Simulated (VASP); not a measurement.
# As (R-3m) in VASP: a series of runs, part 2 of 2

VASP 6.6.1. Earlier steps stand in the parts before.

## (3) Electric field gradients, PBEsol

This run uses another cell than the first one, of 21.53 Å³/atom.

The input, INCAR:

```
  PREC = Accurate
  ENCUT = 520
  EDIFF = 1E-8
  ISMEAR = -1
  SIGMA = 0.05
  LREAL = Auto
  LASPH = T
  NELM = 100
  ALGO = Normal
  ISIF = 2
  LWAVE = F
  LCHARG = F
  GGA = PS
  LEFG = T
  NBANDS = 54
```

The input, KPOINTS:

```
regular mesh
0
Gamma
  6 6 6
```

The input, POSCAR:

```
As
1.0
    3.7615937974      2.1717571914      7.0281239890
   -3.7615937974      2.1717571914      7.0281239890
    0.0000000000     -4.3435143830      7.0281239890
As
16
Direct
    0.3870000000      0.3870000000      0.3870000000
    0.3870000000      0.3870000000      0.8870000000
    0.3870000000      0.8870000000      0.3870000000
    0.3870000000      0.8870000000      0.8870000000
    0.8870000000      0.3870000000      0.3870000000
    0.8870000000      0.3870000000      0.8870000000
    0.8870000000      0.8870000000      0.3870000000
    0.8870000000      0.8870000000      0.8870000000
    0.1130000000      0.1130000000      0.1130000000
    0.1130000000      0.1130000000      0.6130000000
    0.1130000000      0.6130000000      0.1130000000
    0.1130000000      0.6130000000      0.6130000000
    0.6130000000      0.1130000000      0.1130000000
    0.6130000000      0.1130000000      0.6130000000
    0.6130000000      0.6130000000      0.1130000000
    0.6130000000      0.6130000000      0.6130000000
```

Potentials or basis: VASP PAW PBE potentials, release 64 (As).

On the command line:

```sh
$ cat potpaw_PBE.64/As/POTCAR > POTCAR
$ mpirun -np 1 vasp_std > vasp.out
```

OUTCAR:

```text
PREC = Accurate
   ENCUT = 520
   EDIFF = 1E-8
   ISMEAR = -1
   LREAL = Auto
   LASPH = T
   NELM = 100
   ISIF = 2
   GGA = PS

 ion  position               nearest neighbor table
   1  0.387  0.387  0.387-  15 2.51  14 2.51  12 2.51
   2  0.387  0.387  0.887-  16 2.51  13 2.51  11 2.51
   3  0.387  0.887  0.387-  13 2.51  10 2.51  16 2.51
   4  0.387  0.887  0.887-  14 2.51   9 2.51  15 2.51
   5  0.887  0.387  0.387-  11 2.51  10 2.51  16 2.51
   6  0.887  0.387  0.887-  12 2.51   9 2.51  15 2.51
[... 8 lines left out ...]
  15  0.613  0.613  0.113-   1 2.51   4 2.51   6 2.51
  16  0.613  0.613  0.613-   2 2.51   3 2.51   5 2.51
[... 7 lines left out ...]
 A1 = (   3.7615937974,   2.1717571914,   7.0281239890)
 A2 = (  -3.7615937974,   2.1717571914,   7.0281239890)
 A3 = (   0.0000000000,  -4.3435143830,   7.0281239890)

Analysis of symmetry for initial positions (statically):
[... 1594 lines left out ...]
 Electric field gradients after diagonalization (V/A^2)
 (convention: |V_zz| > |V_xx| > |V_yy|)
----------------------------------------------------------------------
 ion       V_xx      V_yy      V_zz     asymmetry (V_yy - V_xx)/ V_zz
----------------------------------------------------------------------
   1      25.237    25.237   -50.473       0.000
   2      25.237    25.237   -50.473       0.000
   3      25.237    25.237   -50.473       0.000
   4      25.237    25.237   -50.473       0.000
   5      25.237    25.237   -50.473       0.000
   6      25.237    25.237   -50.473       0.000
[... 8 lines left out ...]
  15      25.237    25.237   -50.473       0.000
  16      25.237    25.237   -50.473       0.000
----------------------------------------------------------------------

           NMR quadrupolar parameters

 Cq : quadrupolar parameter    Cq=e*Q*V_zz/h
 eta: asymmetry parameters     (V_yy - V_xx)/ V_zz
 Q  : nuclear electric quadrupole moment in mb (millibarn)
----------------------------------------------------------------------
 ion       Cq(MHz)       eta       Q (mb)
----------------------------------------------------------------------
   1      -0.122       0.000       1.000
   2      -0.122       0.000       1.000
   3      -0.122       0.000       1.000
   4      -0.122       0.000       1.000
   5      -0.122       0.000       1.000
   6      -0.122       0.000       1.000
[... 8 lines left out ...]
  15      -0.122       0.000       1.000
  16      -0.122       0.000       1.000
----------------------------------------------------------------------
```

OSZICAR:

```text
N       E                     dE             d eps       ncg     rms          rms(c)
DAV:   1     0.337896875502E+03    0.33790E+03   -0.31723E+04  3456   0.125E+03
DAV:   2    -0.479742529645E+02   -0.38587E+03   -0.36644E+03  4166   0.193E+02
DAV:   3    -0.810152112746E+02   -0.33041E+02   -0.32153E+02  4322   0.551E+01
DAV:   4    -0.818421222648E+02   -0.82691E+00   -0.81225E+00  4320   0.846E+00
DAV:   5    -0.818641407629E+02   -0.22018E-01   -0.21961E-01  4328   0.117E+00    0.974E+00
DAV:   6    -0.816744302356E+02    0.18971E+00   -0.57640E-02  4324   0.838E-01    0.583E+00
DAV:   7    -0.815717717836E+02    0.10266E+00   -0.12032E-01  4104   0.119E+00    0.208E-01
DAV:   8    -0.815718090760E+02   -0.37292E-04   -0.51195E-03  4164   0.249E-01    0.800E-02
DAV:   9    -0.815719413539E+02   -0.13228E-03   -0.45803E-04  4476   0.662E-02    0.261E-02
DAV:  10    -0.815719412611E+02    0.92788E-07   -0.28255E-05  4290   0.184E-02    0.117E-02
DAV:  11    -0.815719420316E+02   -0.77049E-06   -0.55163E-06  4148   0.815E-03    0.255E-03
DAV:  12    -0.815719419328E+02    0.98853E-07   -0.24856E-07  4522   0.155E-03    0.734E-04
DAV:  13    -0.815719421716E+02   -0.23881E-06   -0.29530E-08  3236   0.559E-04    0.401E-04
DAV:  14    -0.815719421160E+02    0.55539E-07   -0.53415E-09  2472   0.266E-04    0.562E-05
DAV:  15    -0.815719421268E+02   -0.10731E-07   -0.63464E-10  2384   0.894E-05    0.176E-05
DAV:  16    -0.815719421288E+02   -0.20314E-08   -0.93960E-11  2362   0.347E-05
   1 F= -.81571942E+02 E0= -.81565054E+02  d E =-.137771E-01
```

stdout:

```text
POSCAR found type information on POSCAR As
 POSCAR found :  1 types and      16 ions
 scaLAPACK will be used
 -----------------------------------------------------------------------------
|                                                                             |
|                                                                             |
|     You enforced a specific xc type in the INCAR file but a different       |
|     I HOPE YOU KNOW WHAT YOU ARE DOING!                                     |
|                                                                             |
 -----------------------------------------------------------------------------

 LDA part: xc-table for (Slater+PW92), standard interpolation
 POSCAR, INCAR and KPOINTS ok, starting setup
 FFT: planning ... GRIDC
 FFT: planning ... GRID_SOFT
 FFT: planning ... GRID
 WAVECAR not read
 entering main loop
ion   1

ion   2

ion   3

ion   4

ion   5

ion   6

ion   7

ion   8

ion   9

ion  10

ion  11

ion  12

ion  13

ion  14

ion  15

ion  16
```

Run time: 19 min. Hardware: 1 thread of Intel Xeon Platinum 8259CL at 2.50GHz (Skylake/Cascade Lake), shared host; peak memory 0.74 GiB.

What came out:

* Free energy: -81.5719 eV
* Pressure: 0.7 GPa
* Largest force: 0.440 eV/Å
* Band gap on the k mesh: zero (bands 40 and 41 overlap by 0.37 eV)
* Largest electric field gradient by atom: As -50.5 V/Å²

Forces in eV/Å, atoms in the order of the input:
```
As   0.000  0.000 -0.440
As   0.000  0.000 -0.440
As   0.000  0.000 -0.440
As   0.000  0.000 -0.440
As   0.000  0.000 -0.440
As   0.000  0.000 -0.440
As   0.000  0.000 -0.440
As   0.000  0.000 -0.440
As   0.000  0.000  0.440
As   0.000  0.000  0.440
As   0.000  0.000  0.440
As   0.000  0.000  0.440
As   0.000  0.000  0.440
As   0.000  0.000  0.440
As   0.000  0.000  0.440
As   0.000  0.000  0.440
```

Levels at points of the mesh, in eV from the Fermi level:
```tsv
k point	band 37	band 38	band 39	band 40	band 41	band 42	band 43	band 44
(0.00, 0.00, 0.00)	-0.70	-0.38	-0.38	-0.38	-0.37	-0.37	-0.37	0.34
(0.50, 0.00, 0.00)	-2.16	-2.16	-1.51	-1.51	1.15	1.15	1.93	1.93
(0.50, 0.50, 0.00)	-1.18	-1.18	-0.82	-0.82	1.09	1.09	1.27	1.27
(0.50, 0.50, 0.50)	-1.96	-1.96	-1.11	-1.11	1.72	1.72	1.72	1.72
```

Electric field gradients, principal values (V/Å²):
```
 atom   least  middle  greatest (by size)
 1 As  25.237  25.237             -50.473
 2 As  25.237  25.237             -50.473
 3 As  25.237  25.237             -50.473
 4 As  25.237  25.237             -50.473
 5 As  25.237  25.237             -50.473
 6 As  25.237  25.237             -50.473
 7 As  25.237  25.237             -50.473
 8 As  25.237  25.237             -50.473
 9 As  25.237  25.237             -50.473
10 As  25.237  25.237             -50.473
11 As  25.237  25.237             -50.473
12 As  25.237  25.237             -50.473
13 As  25.237  25.237             -50.473
14 As  25.237  25.237             -50.473
15 As  25.237  25.237             -50.473
16 As  25.237  25.237             -50.473
```

Caveat: without QUAD_EFG the Cq values of the log hold for a quadrupole moment of 1 mb, not for the nuclei; the PAW data sets were made with another functional, which shifts forces and pressure a little.
